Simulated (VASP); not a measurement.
# KAl2 (P4_2/mnm) in VASP: single point with PBE

Aim: the single point of KAl2 with PBE.

Everything below comes from runs of VASP 6.6.1. Logs are shortened: lines on timing, memory, paths and dates and some standing lists are left out, and cuts for length are marked.

## (1) The cell of the first run

The structure is tetragonal, space group P4_2/mnm (No. 136). Conventional cell: a = 6.376 Å, b = 6.376 Å, c = 6.550 Å, α = 90.00°, β = 90.00°, γ = 90.00°. K (site symmetry mmm) has 6 Al at 3.22 to 3.52 Å within 4.2 Å. Within 3.6 Å of Al (site symmetry m2m) lie 1 Al at 2.57 Å and 3 K at 3.22 to 3.52 Å.

## (2) Single point, PBE

Input file INCAR:

```
SYSTEM = KAl2
PREC = Accurate ; ENCUT = 520
EDIFF = 1E-6 ; ISMEAR = 0
SIGMA = 0.1 ; LREAL = .FALSE.
LASPH = .TRUE. ; NELM = 80
ALGO = Fast ; ISIF = 2
LWAVE = .FALSE. ; LCHARG = .FALSE.
GGA = PE ; NBANDS = 24
```

Input file KPOINTS:

```
Automatic mesh
0
G
  6 6 6
  0 0 0
```

Input file POSCAR:

```
KAl2
1.0
    6.3757300503      0.0000000000      0.0000000000
    0.0000000000      6.3757300503      0.0000000000
    0.0000000000      0.0000000000      6.5498291586
K Al
2 4
Direct
    0.0000000000      0.0000000000      0.0000000000
    0.5000000000      0.5000000000      0.5000000000
    0.3573502501      0.3573502501      0.0000000000
    0.1426497499      0.8573502501      0.5000000000
    0.6426497499      0.6426497499      0.0000000000
    0.8573502501      0.1426497499      0.5000000000
```

Potentials or basis: VASP PAW PBE potentials, release 64 (K_sv, Al).

Command:

```sh
> cat potpaw_PBE.64/K_sv/POTCAR potpaw_PBE.64/Al/POTCAR > POTCAR
> mpirun -np 1 vasp_std > vasp.out
```

OUTCAR:

```text
SYSTEM = KAl2
   PREC = Accurate
   ENCUT = 520
   EDIFF = 1E-6
   ISMEAR = 0
   LREAL = .FALSE.
   LASPH = .TRUE.
   NELM = 80
   ISIF = 2
   GGA = PE

 ion  position               nearest neighbor table
   1  0.000  0.000  0.000-   3 3.22   5 3.22   4 3.52   6 3.52   4 3.52   6 3.52
   2  0.500  0.500  0.500-   4 3.22   6 3.22   5 3.52   3 3.52   3 3.52   5 3.52
   3  0.357  0.357  0.000-   5 2.57   1 3.22   2 3.52   2 3.52
   4  0.143  0.857  0.500-   6 2.57   2 3.22   1 3.52   1 3.52
   5  0.643  0.643  0.000-   3 2.57   1 3.22   2 3.52   2 3.52
   6  0.857  0.143  0.500-   4 2.57   2 3.22   1 3.52   1 3.52

  LATTYP: Found a simple tetragonal cell.
 ALAT       =     6.3757300503
 C/A-ratio  =     1.0273065370

  Lattice vectors:

 A1 = (   6.3757300503,   0.0000000000,   0.0000000000)
 A2 = (   0.0000000000,   6.3757300503,   0.0000000000)
 A3 = (   0.0000000000,   0.0000000000,   6.5498291586)

Analysis of symmetry for initial positions (statically):
=====================================================================
 Subroutine PRICEL returns:
 Original cell was already a primitive cell.

 Routine SETGRP: Setting up the symmetry group for a
 simple tetragonal supercell.

 Subroutine GETGRP returns: Found 16 space group operations
 (whereof  8 operations were pure point group operations)
 out of a pool of 16 trial point group operations.

The static configuration has the point symmetry D_2h.
 The point group associated with its full space group is D_4h.

Analysis of symmetry for dynamics (positions and initial velocities):
=====================================================================
 Subroutine PRICEL returns:
 Original cell was already a primitive cell.

 Routine SETGRP: Setting up the symmetry group for a
 simple tetragonal supercell.

 Subroutine GETGRP returns: Found 16 space group operations
 (whereof  8 operations were pure point group operations)
 out of a pool of 16 trial point group operations.

The dynamic configuration has the point symmetry D_2h.
 The point group associated with its full space group is D_4h.

 Subroutine INISYM returns: Found 16 space group operations
 (whereof  8 operations are pure point group operations),
 and found     1 'primitive' translations

----------------------------------------------------------------------------------------

                                     Primitive cell

  volume of cell :     266.2501

  direct lattice vectors                    reciprocal lattice vectors
     6.375730050  0.000000000  0.000000000     0.156844784  0.000000000  0.000000000
     0.000000000  6.375730050  0.000000000     0.000000000  0.156844784  0.000000000
[... 101 lines left out ...]
   POTIM  = 0.5000    time-step for ionic-motion
   TEBEG  =    0.0;   TEEND  =   0.0 temperature during run
   PSTRESS=    0.0 pullay stress
   NELECT =      30.0000    total number of electrons
   NUPDOWN=      -1.0000    fix difference up-down
   EMIN   =  10.00;   EMAX   =-10.00  energy-range for DOS
   EFERMI =   0.00;   METHOD = LEGACY
   ISMEAR =     0;   SIGMA  =   0.10  broadening in eV -4-tet -1-fermi 0-gaus
   EFERMI_NEDOS =   21; number of points for ismear=-14 and -15
   IALGO  =     68    algorithm
   IMIX   =      4    mixing-type and parameters
     AMIX     =   0.40;   BMIX     =  1.00
     AMIX_MAG =   1.60;   BMIX_MAG =  1.00
  volume/ion in A,a.u.               =      44.38       299.46
  Fermi-wavevector in a.u.,A,eV,Ry     =   0.790713  1.494230  8.506721  0.625226
  Thomas-Fermi vector in A             =   1.896109
   LORBIT       =      0    0 simple, 1 ext, 2 COOP (PROOUT), +10 PAW based schemes
   GGA     = PE    functional components
   LHFCALC =     F    Hartree Fock is set to
   AEXX    =    0.0000 exact exchange contribution
   IVDW    =     0    specifies the selected vdW correction
   LEPSILON=     F    determine dielectric tensor
   LRPA    =     F    only Hartree local field effects (RPA)
 non-spin polarized calculation
 RMM-DIIS sequential band-by-band and
 Gauss-broadening in eV      SIGMA  =   0.10
  energy-cutoff  :      520.00
  volume of cell :      266.25
 maximum number of plane-waves:      7216
 NGX is ok and might be reduce to    48
   NGX = 23   NGY = 23   NGZ = 25

 number of electron      29.9999995 magnetization

 Free energy of the ion-electron system (eV)
  ---------------------------------------------------
  ext. energy  EPLUGINS =         0.00000000
  ---------------------------------------------------
  free energy    TOTEN  =       -10.85559433 eV

  energy without entropy =      -10.81824643  energy(sigma->0) =      -10.83692038

 E-fermi :   0.5711     XC(G=0):  -6.7680

 val. band max:        0.5637047669   @ k =   0.3333   0.3333   0.3333
 cond. band min:       0.5718019508   @ k =   0.1667   0.0000   0.3333
 fundamental gap:      0.0080971839
 Fermi energy:         0.5710909766

 k-point     1 :       0.0000    0.0000    0.0000
  band No.  band energies     occupation
      1     -30.1623      2.00000
      2     -30.1617      2.00000
      3     -13.7268      2.00000
      4     -13.7268      2.00000
      5     -13.6989      2.00000
      6     -13.6883      2.00000
[... 637 lines left out ...]
     23       4.3970      0.00000
     24       4.3973      0.00000

 [... further k-points ...]

------------------------ aborting loop because EDIFF is reached ----------------------------------------

  FORCE on cell =-STRESS in cart. coord.  units (eV):
  Direction    XX          YY          ZZ          XY          YZ          ZX
  --------------------------------------------------------------------------------------
  -------------------------------------------------------------------------------------
  Total        0.0059525      0.0059525     -0.0013065      0.0000000      0.0000000      0.0000000
  in kB        0.0358198      0.0358198     -0.0078622      0.0000000      0.0000000      0.0000000
  external PRESSURE =       0.0212592 kB  Pullay stress =       0.0000000 kB

 VOLUME and BASIS-vectors are now :
 -----------------------------------------------------------------------------
  energy-cutoff  :      520.00
  volume of cell :      266.25
      direct lattice vectors                 reciprocal lattice vectors
     6.375730050  0.000000000  0.000000000     0.156844784  0.000000000  0.000000000
     0.000000000  6.375730050  0.000000000     0.000000000  0.156844784  0.000000000
     0.000000000  0.000000000  6.549829159     0.000000000  0.000000000  0.152675738

 POSITION                                       TOTAL-FORCE (eV/Angst)
 -----------------------------------------------------------------------------------
      0.00000      0.00000      0.00000        -0.000000     -0.000000      0.000000
      3.18787      3.18787      3.27491        -0.000000     -0.000000      0.000000
      2.27837      2.27837      0.00000         0.003857      0.003857      0.000000
      0.90950      5.46623      3.27491        -0.003857      0.003857      0.000000
      4.09736      4.09736      0.00000        -0.003857     -0.003857     -0.000000
      5.46623      0.90950      3.27491         0.003857     -0.003857     -0.000000
 -----------------------------------------------------------------------------------
    total drift:                               -0.000000     -0.000000     -0.000000

  FREE ENERGIE OF THE ION-ELECTRON SYSTEM (eV)
  ---------------------------------------------------
  free  energy   TOTEN  =       -10.8555943346 eV

  energy  without entropy=      -10.8182464282  energy(sigma->0) =      -10.83692038
```

OSZICAR:

```text
N       E                     dE             d eps       ncg     rms          rms(c)
DAV:   1     0.139021239767E+03    0.13902E+03   -0.10920E+04  1920   0.976E+02
DAV:   2     0.115723418522E+01   -0.13786E+03   -0.13247E+03  2296   0.219E+02
DAV:   3    -0.980180915418E+01   -0.10959E+02   -0.10799E+02  2872   0.509E+01
DAV:   4    -0.110347779794E+02   -0.12330E+01   -0.12302E+01  3384   0.116E+01
DAV:   5    -0.110498630562E+02   -0.15085E-01   -0.15085E-01  2688   0.135E+00    0.652E+00
RMM:   6    -0.108922872552E+02    0.15758E+00   -0.14568E-01  2041   0.100E+00    0.401E+00
RMM:   7    -0.108618601388E+02    0.30427E-01   -0.31870E-01  2692   0.144E+00    0.436E-01
RMM:   8    -0.108556472692E+02    0.62129E-02   -0.39463E-02  2156   0.674E-01    0.127E-01
RMM:   9    -0.108552953413E+02    0.35193E-03   -0.41572E-03  2807   0.265E-01    0.704E-02
RMM:  10    -0.108555042747E+02   -0.20893E-03   -0.16749E-03  3092   0.139E-01    0.409E-02
RMM:  11    -0.108555579066E+02   -0.53632E-04   -0.44021E-04  2671   0.761E-02    0.142E-02
RMM:  12    -0.108555699244E+02   -0.12018E-04   -0.24014E-04  3027   0.486E-02    0.729E-03
RMM:  13    -0.108555816955E+02   -0.11771E-04   -0.11658E-04  2839   0.287E-02    0.801E-03
RMM:  14    -0.108555883013E+02   -0.66057E-05   -0.54290E-05  2545   0.193E-02    0.275E-03
RMM:  15    -0.108555915227E+02   -0.32214E-05   -0.26896E-05  2333   0.137E-02    0.229E-03
RMM:  16    -0.108555933453E+02   -0.18226E-05   -0.14640E-05  2099   0.988E-03    0.121E-03
RMM:  17    -0.108555943346E+02   -0.98939E-06   -0.78480E-06  1923   0.739E-03
   1 F= -.10855594E+02 E0= -.10836920E+02  d E =-.373479E-01
```

stdout:

```text
POSCAR found type information on POSCAR K Al
 POSCAR found :  2 types and       6 ions
 scaLAPACK will be used
 LDA part: xc-table for (Slater+PW92), standard interpolation
 POSCAR, INCAR and KPOINTS ok, starting setup
 FFT: planning ... GRIDC
 FFT: planning ... GRID_SOFT
 FFT: planning ... GRID
 WAVECAR not read
 entering main loop
WARNING in EDDRMM: call to ZHEGV failed, returncode =   8  4     11
```

It took 2.8 min on 1 thread of Intel Xeon Platinum 8488C (Sapphire Rapids), shared host; peak memory 0.43 GiB.

Results:

```yaml
Free_energy: -10.8556 eV
Pressure: 0.0 GPa
Largest_force: 0.005 eV/Å
Band_gap_on_the_k_mesh: zero (bands 15 and 16 overlap by 1.21 eV)
```

Forces in eV/Å, atoms in the order of the input:
```
K    0.000  0.000  0.000
K    0.000  0.000  0.000
Al   0.004  0.004  0.000
Al  -0.004  0.004  0.000
Al  -0.004 -0.004  0.000
Al   0.004 -0.004  0.000
```

Levels at points of the mesh, in eV from the Fermi level:
| k point | band 12 | band 13 | band 14 | band 15 | band 16 | band 17 | band 18 | band 19 |
| --- | --- | --- | --- | --- | --- | --- | --- | --- |
| (0.00, 0.00, 0.00) | -2.53 | -0.75 | -0.38 | -0.31 | 0.16 | 0.74 | 0.74 | 1.21 |
| (0.50, 0.00, 0.00) | -2.90 | -0.56 | -0.56 | -0.12 | -0.12 | 1.04 | 1.04 | 1.99 |
| (0.50, 0.50, 0.00) | -3.09 | -0.12 | -0.12 | -0.04 | -0.04 | 0.26 | 0.26 | 1.03 |
| (0.00, 0.00, 0.50) | -2.52 | -1.03 | -1.03 | 0.20 | 0.20 | 0.56 | 0.56 | 0.92 |
| (0.50, 0.00, 0.50) | -3.12 | -0.72 | -0.72 | 0.12 | 0.12 | 0.57 | 0.57 | 1.31 |
| (0.50, 0.50, 0.50) | -3.00 | -1.01 | -1.01 | -0.91 | -0.91 | 0.80 | 0.80 | 2.85 |
